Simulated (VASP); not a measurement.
Set up this calculation in VASP 6.6.1, as the native input.

- Task: relaxation of cell and atoms
- Functional: PBEsol
- Dispersion: D3(BJ)
- Potentials or basis: VASP PAW PBE potentials, release 64 (Hf_pv, N)
- Cutoff: 600 eV
- k mesh: 9 × 9 × 5
- Occupations: fermi-dirac, width 0.1 eV
- Spin: no spin polarisation
- Dipole correction: no
- Further INCAR settings: ALGO = Normal; EDIFF = 1e-06; IBRION = 2; EDIFFG = -0.01; NSW = 60; ISIF = 3

The structure of HfN lies in POSCAR:

```
HfN
1.0
    3.1339080000      0.0000000000      0.0000000000
   -1.5669540000      2.7140440000      0.0000000000
    0.0000000000      0.0000000000      5.4167680000
Hf N
2 2
Direct
    0.6666666667      0.3333333333      0.7500000000
    0.3333333333      0.6666666667      0.2500000000
    0.0000000000      0.0000000000      0.0000000000
    0.0000000000      0.0000000000      0.5000000000
```

These files were run (other wordings do the same):

INCAR

```
SYSTEM = HfN
PREC = Accurate ; ENCUT = 600
EDIFF = 1E-6 ; ISMEAR = -1
SIGMA = 0.1 ; LREAL = .FALSE.
LASPH = .TRUE. ; NELM = 60
ALGO = Normal ; ISIF = 3
LWAVE = .FALSE. ; LCHARG = .FALSE.
GGA = PS ; IVDW = 12
IBRION = 2 ; NSW = 60
EDIFFG = -0.01
```

KPOINTS

```
Automatic mesh
0
G
  9 9 5
  0 0 0
```

Potentials or basis: VASP PAW PBE potentials, release 64 (Hf_pv, N).

Run with:

```sh
$ cat potpaw_PBE.64/Hf_pv/POTCAR potpaw_PBE.64/N/POTCAR > POTCAR
$ mpirun -np 1 vasp_std > vasp.out
```

Results of the run:

The relaxed volume is 11.11 Å³/atom, the relaxed cell is a = 3.097 Å, b = 3.097 Å, c = 5.351 Å, α = 90.00°, β = 90.00°, γ = 120.00° and the space group after relaxing (to 0.05 Å) is P6_3/mmc (No. 194). The energy gained by relaxing is 13.3 meV/atom. The ionic steps are 4. The pressure after relaxing is 0.0 GPa, the band gap on the k mesh is zero (band 15 reaches 9.60 eV, above the bottom of band 16 at 7.83 eV) and the dispersion energy per atom is -0.403 eV.

Caveat: the PAW data sets were made with another functional, which shifts forces and pressure a little; spin-orbit coupling is left out, which moves the levels of the heavy elements; pairwise dispersion overbinds metals, which lowers pressure and volume.

Run time: 100 s on 1 thread of Intel(R) Xeon(R) Platinum 8488C (Sapphire Rapids), with other jobs on the host, peak memory 0.21 GiB.
